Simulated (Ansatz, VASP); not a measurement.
# BiTe: VASP beside Ansatz

```xyz
2
Lattice="2.4227 1.3988 3.3173 -2.4227 1.3988 3.3173 0.0000 -2.7975 3.3173" Properties=species:S:1:pos:R:3 pbc="T T T"
Bi    0.0000    0.0000    4.9759
Te    0.0000    0.0000    0.0000
```

Alike in both runs: task relaxation of cell and atoms; functional revPBE; dispersion D4; k mesh 7 × 7 × 7; occupations fermi-dirac, width 0.05 eV; no spin polarisation.

|  | VASP | Ansatz |
| --- | --- | --- |
| version | VASP 6.6.1 | Ansatz 0.2.0 |
| potentials or method | VASP PAW PBE potentials, release 64 (Bi_d, Te) | Ansatz PAW |
| plane-wave cutoff (eV) | 600 | 420 |
| valence electrons in the cell | 21 | 31 |

|  | VASP | Ansatz | Ansatz less VASP |
| --- | --- | --- | --- |
| gap on the k mesh at the Fermi level, each at its own relaxed structure (eV) | none | none | - |
| relaxed volume (Å³/atom) | 31.61 | 31.59 | -0.016 |
| relaxed cell length with the largest relative difference (Å) | 4.181 | 4.178 | -0.0025 |

VASP's potentials were made for PBE, not for revPBE. A gap of «none» marks a metal or a gap that the smearing closes. VASP's potentials hold 21 valence electrons a cell and Ansatz's 31, so a difference there can come from the potentials and not from the codes.

Neither program's run includes spin-orbit coupling. Noted on Ansatz's run: the plane-wave basis is chosen anew once the cell has moved, so the energies of steps on either side of that aren't comparable.
